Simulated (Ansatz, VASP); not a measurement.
One calculation of BiSbS4, two programs

INCAR

```
PREC = Accurate
ENCUT = 600
EDIFF = 1E-7
ISMEAR = 0
SIGMA = 0.1
LREAL = F
LASPH = T
NELM = 80
ALGO = Normal
ISIF = 3
LWAVE = F
LCHARG = F
GGA = PE
IBRION = 2
NSW = 100
EDIFFG = -0.01
```

File KPOINTS:

```
Automatic mesh
0
Gamma
  12 12 6
```

Contents of POSCAR:

```
BiSbS4
1.0
    4.2024312100      0.0000000000      0.0000000000
   -2.1012156100      3.6394121900      0.0000000000
    0.0000000000      0.0000000000      8.3228250100
Sb Bi S
1 1 4
Direct
    0.0000000000      0.0000000000      0.0000000000
    0.0000000000      0.0000000000      0.5000000000
    0.3333333300      0.6666666700      0.7531560100
    0.3333333300      0.6666666700      0.2468439900
    0.6666666700      0.3333333300      0.7531560100
    0.6666666700      0.3333333300      0.2468439900
```

Input for Ansatz:

```yaml
crystal:
  lattice:
    - [4.20243121, 0.0, 0.0]
    - [-2.10121561, 3.63941219, 0.0]
    - [0.0, 0.0, 8.32282501]
  atoms:
    - { symbol: Sb, position: [0.0, 0.0, 0.0] }
    - { symbol: Bi, position: [0.0, 0.0, 0.5] }
    - { symbol: S, position: [0.33333333, 0.66666667, 0.75315601] }
    - { symbol: S, position: [0.33333333, 0.66666667, 0.24684399] }
    - { symbol: S, position: [0.66666667, 0.33333333, 0.75315601] }
    - { symbol: S, position: [0.66666667, 0.33333333, 0.24684399] }
basis:
  ecutwfc: 420
kpoints:
  mp_grid: { grid: [12, 12, 6] }
hamiltonian:
  xc: pbe
scf:
  occupations: { method: gaussian, width: 0.1 }
output:
  forces: true
  stress: true
  eigenvalues: true
  write_density: true
  write_potential: true
  elf: true
  volumetric_format: npy
relax:
  adjacent_minimum: "off"
  f_tol: 0.01
  max_steps: 80
  cell: { stress_tol: 0.05 }
```

Change from the starting cell: species swapped into the VCrB4 type (P6/mmm, No. 191).

Alike in both runs: task relaxation of cell and atoms; functional PBE; k mesh 12 × 12 × 6; occupations gaussian, width 0.1 eV; no spin polarisation.

|  | VASP | Ansatz |
| --- | --- | --- |
| version | VASP 6.6.1 | Ansatz 0.2.0 |
| potentials or method | VASP PAW PBE potentials, release 64 (Sb, Bi_d, S), cutoff 600 eV | scalar-relativistic, plane waves, PAW |
| valence electrons in the cell | 44 | 54 |

VASP gave:

- gap on the k mesh at the Fermi level, each at its own relaxed structure (eV): none
- relaxed volume (Å³/atom): 20.89
- relaxed length of the cell vector where the two differ most in proportion (Å): 7.041

Question: Estimate Ansatz's values.

Answer: gap on the k mesh at the Fermi level, each at its own relaxed structure (eV): none; relaxed volume (Å³/atom): 20.93; relaxed length of the cell vector where the two differ most in proportion (Å): 7.047.

A gap of «none» marks a metal or a gap that the smearing closes. VASP's potentials hold 44 valence electrons a cell and Ansatz's 54, so a difference there can come from the potentials and not from the codes.

Spin-orbit coupling is off throughout.
